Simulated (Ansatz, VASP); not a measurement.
# Two plane-wave programs on SiO2

Contents of INCAR:

```
SYSTEM = SiO2
PREC = Accurate ; ENCUT = 520
EDIFF = 1E-7 ; ISMEAR = -1
SIGMA = 0.03 ; LREAL = .FALSE.
LASPH = .TRUE. ; NELM = 100
ALGO = Normal ; ISIF = 2
LWAVE = .FALSE. ; LCHARG = .TRUE.
GGA = PE ; LELF = .TRUE.
LVHAR = .TRUE. ; NBANDS = 34
```

Contents of KPOINTS:

```
Automatic mesh
0
G
  5 5 4
  0 0 0
```

The input POSCAR:

```
SiO2
1.0
    5.0100011800      0.0000000000      0.0000000000
   -2.5050005900      4.3387883000      0.0000000000
    0.0000000000      0.0000000000      5.4700000000
Si O
3 6
Direct
    0.5000000000      0.0000000000      0.0000000000
    0.5000000000      0.5000000000      0.3333333300
    0.0000000000      0.5000000000      0.6666666700
    0.4246000000      0.2123000000      0.1666666700
    0.2123000000      0.4246000000      0.5000000000
    0.7877000000      0.2123000000      0.8333333300
    0.5754000000      0.7877000000      0.1666666700
    0.7877000000      0.5754000000      0.5000000000
    0.2123000000      0.7877000000      0.8333333300
```

Input for Ansatz:

```yaml
crystal:
  lattice:
    - [5.01000118, 0.0, 0.0]
    - [-2.50500059, 4.3387883, 0.0]
    - [0.0, 0.0, 5.47]
  atoms:
    - { symbol: Si, position: [0.5, 0.0, 0.0] }
    - { symbol: Si, position: [0.5, 0.5, 0.33333333] }
    - { symbol: Si, position: [0.0, 0.5, 0.66666667] }
    - { symbol: O, position: [0.4246, 0.2123, 0.16666667] }
    - { symbol: O, position: [0.2123, 0.4246, 0.5] }
    - { symbol: O, position: [0.7877, 0.2123, 0.83333333] }
    - { symbol: O, position: [0.5754, 0.7877, 0.16666667] }
    - { symbol: O, position: [0.7877, 0.5754, 0.5] }
    - { symbol: O, position: [0.2123, 0.7877, 0.83333333] }
hamiltonian:
  xc: pbe
  pseudopotentials: { kind: paw }
basis:
  ecutwfc: 420
kpoints:
  mp_grid: { grid: [5, 5, 4] }
scf:
  occupations: { method: fermi_dirac, width: 0.03 }
  lower_state_search: "off"
output:
  forces: true
  stress: true
```

Alike in both runs: task single point; functional PBE; k mesh 5 × 5 × 4; occupations fermi-dirac, width 0.03 eV; no spin polarisation.

```csv
,VASP,Ansatz
version,VASP 6.6.1,Ansatz 0.2.0
potentials or method,"VASP PAW PBE potentials, release 64 (Si, O), cutoff 520 eV","PAW, plane waves, scalar-relativistic"
valence electrons in the cell,48,48
```

VASP gave:

| Property | Result |
| --- | --- |
| pressure (GPa) | 14.2 |
| rms of the force components (eV/Å) | 0.398 |

Question: Estimate Ansatz's values.

Answer: Pressure (GPa): 14.0; rms of the force components (eV/Å): 0.402.

Atom by atom the forces differ by 0.005 eV/Å (rms over components).
